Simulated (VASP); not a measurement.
A run of VASP 6.6.1 is set up as follows.

File INCAR:

```
PREC     = Accurate       # precision mode
ENCUT    = 520            # plane-wave cutoff, eV
EDIFF    = 1E-6           # SCF threshold, eV
ISMEAR   = -1             # smearing method
SIGMA    = 0.05           # smearing width, eV
LREAL    = False          # projectors in reciprocal space
LASPH    = True           # aspherical terms in the spheres
NELM     = 80             # most SCF steps
ALGO     = Normal         # electronic algorithm
ISIF     = 2              # what is computed and relaxed
LWAVE    = False          # write WAVECAR
LCHARG   = False          # write CHGCAR
GGA      = PE             # functional
NBANDS   = 22             # bands
```

The input KPOINTS:

```
regular mesh
0
Gamma
  14 14 8
```

File POSCAR:

```
Bi
1.0
    3.2475940849      0.0000000000      0.0000000000
   -1.6237970424      2.8124989787      0.0000000000
    0.0000000000      0.0000000000      5.2758143272
Bi
2
Direct
    0.3333333333      0.6666666667      0.2500000000
    0.6666666667      0.3333333333      0.7500000000
```

Potentials or basis: VASP PAW PBE potentials, release 64 (Bi_d).

Command:

```sh
$ cat potpaw_PBE.64/Bi_d/POTCAR > POTCAR
$ mpirun -np 1 vasp_std > vasp.out
```

(1) Estimate the band gap on the k mesh.

(2) Predict the pressure.

Answers

(1) zero (band 15 reaches 17.14 eV, above the bottom of band 16 at 8.10 eV).

(2) 26.8 GPa.

Caveat: spin-orbit coupling is left out, which moves the levels of the heavy elements.
